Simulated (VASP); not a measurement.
# Ti3Ag (P4/mmm) in VASP: single point with LDA

Aim: the single point of Ti3Ag with LDA.

Program: VASP 6.6.1. These are calculated values, not measurements. Logs are shortened: lines on timing, memory, paths and dates and some standing lists are left out, and cuts for length are marked.

## Step 1: The cell of the first run

It takes space group P4/mmm (No. 123, tetragonal). Conventional cell: a = 4.229 Å, b = 4.229 Å, c = 3.950 Å, α = 90.00°, β = 90.00°, γ = 90.00°. Within 4.0 Å of Ti (site symmetry mmm) lie 10 Ti at 2.89 to 3.95 Å and 4 Ag at 2.89 Å. Within 4.0 Å of Ti (site symmetry 4/mmm) lie 10 Ti at 2.89 to 3.95 Å and 4 Ag at 2.99 Å. Within 4.0 Å of Ag (site symmetry 4/mmm) lie 12 Ti at 2.89 to 2.99 Å and 2 Ag at 3.95 Å.

## Step 2: Single point, LDA (equal xx and yy strain of +1 %)

File INCAR:

```
SYSTEM = Ti3Ag
PREC = Accurate
ENCUT = 520
EDIFF = 1E-7
ISMEAR = -1
SIGMA = 0.08
LREAL = .FALSE.
LASPH = .TRUE.
NELM = 60
ALGO = Normal
ISIF = 2
LWAVE = .FALSE.
LCHARG = .FALSE.
GGA = CA
NBANDS = 32
```

File KPOINTS:

```
regular mesh
0
G
  9 9 9
  0 0 0
```

File POSCAR:

```
Ti3Ag
1.0
    4.2288700000      0.0000000000      0.0000000000
    0.0000000000      4.2288700000      0.0000000000
    0.0000000000      0.0000000000      3.9500000000
Ti Ag
3 1
Direct
    0.0000000000      0.5000000000      0.5000000000
    0.5000000000      0.0000000000      0.5000000000
    0.5000000000      0.5000000000      0.0000000000
    0.0000000000      0.0000000000      0.0000000000
```

Potentials or basis: VASP PAW LDA potentials, release 64 (Ti_sv, Ag).

Command:

```bash
$ cat potpaw_LDA.64/Ti_sv/POTCAR potpaw_LDA.64/Ag/POTCAR > POTCAR
$ mpirun -np 1 vasp_std > vasp.out
```

OUTCAR:

```text
SYSTEM = Ti3Ag
   PREC = Accurate
   ENCUT = 520
   EDIFF = 1E-7
   ISMEAR = -1
   LREAL = .FALSE.
   LASPH = .TRUE.
   NELM = 60
   ISIF = 2
   GGA = CA

 ion  position               nearest neighbor table
   1  0.000  0.500  0.500-   3 2.89   4 2.89   3 2.89   4 2.89   4 2.89   4 2.89   3 2.89   3 2.89

   2  0.500  0.000  0.500-   3 2.89   4 2.89   3 2.89   4 2.89   3 2.89   3 2.89   4 2.89   4 2.89

   3  0.500  0.500  0.000-   1 2.89   2 2.89   1 2.89   2 2.89   2 2.89   2 2.89   1 2.89   1 2.89
                             4 2.99   4 2.99   4 2.99   4 2.99
   4  0.000  0.000  0.000-   1 2.89   2 2.89   1 2.89   2 2.89   1 2.89   1 2.89   2 2.89   2 2.89
                             3 2.99   3 2.99   3 2.99   3 2.99

  LATTYP: Found a simple tetragonal cell.
 ALAT       =     4.2288700000
 C/A-ratio  =     0.9340556697

  Lattice vectors:

 A1 = (   4.2288700000,   0.0000000000,   0.0000000000)
 A2 = (   0.0000000000,   4.2288700000,   0.0000000000)
 A3 = (   0.0000000000,   0.0000000000,   3.9500000000)

Analysis of symmetry for initial positions (statically):
=====================================================================
 Subroutine PRICEL returns:
 Original cell was already a primitive cell.

 Routine SETGRP: Setting up the symmetry group for a
 simple tetragonal supercell.

 Subroutine GETGRP returns: Found 16 space group operations
 (whereof 16 operations were pure point group operations)
 out of a pool of 16 trial point group operations.

The static configuration has the point symmetry D_4h.

Analysis of symmetry for dynamics (positions and initial velocities):
=====================================================================
 Subroutine PRICEL returns:
 Original cell was already a primitive cell.

 Routine SETGRP: Setting up the symmetry group for a
 simple tetragonal supercell.

 Subroutine GETGRP returns: Found 16 space group operations
 (whereof 16 operations were pure point group operations)
 out of a pool of 16 trial point group operations.

The dynamic configuration has the point symmetry D_4h.

 Subroutine INISYM returns: Found 16 space group operations
 (whereof 16 operations are pure point group operations),
 and found     1 'primitive' translations

----------------------------------------------------------------------------------------

                                     Primitive cell

  volume of cell :      70.6392

[... 85 lines left out ...]
   ICHARG =      2    charge: 1-file 2-atom 10-const
   ISPIN  =      1    spin polarized calculation?
   LNONCOLLINEAR =      F non collinear calculations
   LSORBIT =      F    spin-orbit coupling
   LASPH  =      T    aspherical Exc in radial PAW
   ENCUT  =  520.0 eV  38.22 Ry    6.18 a.u.   7.86  7.86  7.34*2*pi/ulx,y,z
   NELM   =     60;   NELMIN=  2; NELMDL= -5     # of ELM steps
   EDIFF  = 0.1E-06   stopping-criterion for ELM
   LREAL  =      F    real-space projection
   EDIFFG = 0.1E-05   stopping-criterion for IOM
   NSW    =      0    number of steps for IOM
   IBRION =     -1    ionic relax: 0-MD 1-quasi-New 2-CG
   NFREE  =      0    steps in history (QN), initial steepest desc. (CG)
   ISIF   =      2    stress and relaxation
   ISYM   =      2    0-nonsym 1-usesym 2-fastsym
   POTIM  = 0.5000    time-step for ionic-motion
   TEBEG  =    0.0;   TEEND  =   0.0 temperature during run
   PSTRESS=    0.0 pullay stress
   NELECT =      47.0000    total number of electrons
   NUPDOWN=      -1.0000    fix difference up-down
   EMIN   =  10.00;   EMAX   =-10.00  energy-range for DOS
   EFERMI =   0.00;   METHOD = LEGACY
   ISMEAR =    -1;   SIGMA  =   0.08  broadening in eV -4-tet -1-fermi 0-gaus
   EFERMI_NEDOS =   21; number of points for ismear=-14 and -15
   IALGO  =     38    algorithm
   IMIX   =      4    mixing-type and parameters
     AMIX     =   0.40;   BMIX     =  1.00
     AMIX_MAG =   1.60;   BMIX_MAG =  1.00
  volume/ion in A,a.u.               =      17.66       119.17
  Fermi-wavevector in a.u.,A,eV,Ry     =   1.429197  2.700791 27.791328  2.042605
  Thomas-Fermi vector in A             =   2.549177
   LORBIT       =      0    0 simple, 1 ext, 2 COOP (PROOUT), +10 PAW based schemes
   GGA     = CA    functional components
   LHFCALC =     F    Hartree Fock is set to
   AEXX    =    0.0000 exact exchange contribution
   IVDW    =     0    specifies the selected vdW correction
   LEPSILON=     F    determine dielectric tensor
   LRPA    =     F    only Hartree local field effects (RPA)
 non-spin polarized calculation
  energy-cutoff  :      520.00
  volume of cell :       70.64
 maximum number of plane-waves:      1919
 NGX is ok and might be reduce to    32
   NGX = 15   NGY = 15   NGZ = 15

 number of electron      46.9999995 magnetization

 Free energy of the ion-electron system (eV)
  ---------------------------------------------------
  ext. energy  EPLUGINS =         0.00000000
  ---------------------------------------------------
  free energy    TOTEN  =       -28.99679324 eV

  energy without entropy =      -28.83559994  energy(sigma->0) =      -28.91619659

 E-fermi :   7.8546     XC(G=0): -11.8783

 val. band max:        7.8519295811   @ k =   0.3333   0.2222   0.1111
 cond. band min:       7.8575962283   @ k =   0.4444   0.3333   0.3333
 fundamental gap:      0.0056666473
 Fermi energy:         7.8546193048

 k-point     1 :       0.0000    0.0000    0.0000
  band No.  band energies     occupation
      1     -48.2651      2.00000
      2     -48.1813      2.00000
      3     -48.0686      2.00000
      4     -25.0435      2.00000
      5     -25.0435      2.00000
      6     -25.0199      2.00000
[... 829 lines left out ...]
     31      10.0316      0.00000
     32      10.1823      0.00000

 [... further k-points ...]
[... 5 lines left out ...]
  --------------------------------------------------------------------------------------
  -------------------------------------------------------------------------------------
  Total       -5.4382224     -5.4382224     -4.3917414      0.0000000      0.0000000      0.0000000
  in kB     -123.3450654   -123.3450654    -99.6096873      0.0000000      0.0000000      0.0000000
  external PRESSURE =    -115.4332727 kB  Pullay stress =       0.0000000 kB

 VOLUME and BASIS-vectors are now :
 -----------------------------------------------------------------------------
  energy-cutoff  :      520.00
  volume of cell :       70.64
      direct lattice vectors                 reciprocal lattice vectors
     4.228870000  0.000000000  0.000000000     0.236469790  0.000000000  0.000000000
     0.000000000  4.228870000  0.000000000     0.000000000  0.236469790  0.000000000
     0.000000000  0.000000000  3.950000000     0.000000000  0.000000000  0.253164557

 POSITION                                       TOTAL-FORCE (eV/Angst)
 -----------------------------------------------------------------------------------
      0.00000      2.11443      1.97500         0.000000      0.000000      0.000000
      2.11443      0.00000      1.97500         0.000000      0.000000      0.000000
      2.11443      2.11443      0.00000         0.000000      0.000000      0.000000
      0.00000      0.00000      0.00000         0.000000      0.000000      0.000000
 -----------------------------------------------------------------------------------
    total drift:                                0.000000     -0.000000     -0.000000

  FREE ENERGIE OF THE ION-ELECTRON SYSTEM (eV)
  ---------------------------------------------------
  free  energy   TOTEN  =       -28.9967932386 eV

  energy  without entropy=      -28.8355999354  energy(sigma->0) =      -28.91619659
```

OSZICAR:

```text
N       E                     dE             d eps       ncg     rms          rms(c)
DAV:   1     0.569345905075E+03    0.56935E+03   -0.23129E+04  4864   0.173E+03
DAV:   2     0.289753985202E+02   -0.54037E+03   -0.52427E+03  4888   0.520E+02
DAV:   3    -0.277606804890E+02   -0.56736E+02   -0.54801E+02  7952   0.146E+02
DAV:   4    -0.330266764133E+02   -0.52660E+01   -0.51602E+01  7056   0.417E+01
DAV:   5    -0.332821531753E+02   -0.25548E+00   -0.25532E+00  6640   0.768E+00    0.150E+01
DAV:   6    -0.291109603813E+02    0.41712E+01   -0.16840E+01  5808   0.332E+01    0.501E+00
DAV:   7    -0.296742475126E+02   -0.56329E+00   -0.40323E+00  6904   0.153E+01    0.875E+00
DAV:   8    -0.290083150601E+02    0.66593E+00   -0.33400E+00  6816   0.970E+00    0.256E+00
DAV:   9    -0.290005595057E+02    0.77556E-02   -0.25357E-01  6312   0.438E+00    0.133E+00
DAV:  10    -0.289974535564E+02    0.31059E-02   -0.59890E-02  5912   0.195E+00    0.313E-01
DAV:  11    -0.289965401237E+02    0.91343E-03   -0.91472E-03  7480   0.904E-01    0.160E-01
DAV:  12    -0.289968005948E+02   -0.26047E-03   -0.11215E-03  5936   0.275E-01    0.507E-02
DAV:  13    -0.289967900815E+02    0.10513E-04   -0.12218E-04  7480   0.769E-02    0.281E-02
DAV:  14    -0.289967943905E+02   -0.43089E-05   -0.25373E-05  5792   0.406E-02    0.127E-02
DAV:  15    -0.289967932989E+02    0.10916E-05   -0.90777E-06  7184   0.233E-02    0.389E-03
DAV:  16    -0.289967932386E+02    0.60267E-07   -0.60441E-07  5672   0.860E-03
   1 F= -.28996793E+02 E0= -.28916197E+02  d E =-.161193E+00
```

Wall time 2.1 min (1 thread of Intel Xeon Platinum 8488C (Sapphire Rapids), shared host); peak memory 0.25 GiB.

Results:

```
Free energy            : -28.9968 eV
Pressure               : -11.5 GPa
Band gap on the k mesh : zero (an odd number of electrons rules out a gap without spin polarisation)
```

Caveat: the cell differs from its parent crystal (equal xx and yy strain of +1 %); the cell stands under tension.
